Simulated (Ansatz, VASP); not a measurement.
C: VASP beside Ansatz

```
C
1.0
     0.00000    1.51805    1.51805
     1.51805    0.00000    1.51805
     1.51805    1.51805    0.00000
C
1
Direct
  0.00000 0.00000 0.00000
```

Alike in both runs: task single point; functional PBEsol; k mesh 20 × 20 × 20; occupations fermi-dirac, width 0.1 eV; no spin polarisation.

|  | VASP | Ansatz |
| --- | --- | --- |
| version | VASP 6.6.1 | Ansatz 0.2.0 |
| potentials or method | VASP PAW PBE potentials, release 64 (C), cutoff 520 eV | plane waves (420 eV) with PAW, scalar-relativistic |
| valence electrons in the cell | 4 | 4 |

VASP gave:

| Property | Result |
| --- | --- |
| pressure (GPa) | 0.1 |

Q: What did Ansatz give for the same quantities?

A: Pressure (GPa): -0.1.

VASP's potentials were made for PBE, not for PBEsol, and Ansatz warns of the same on its side.
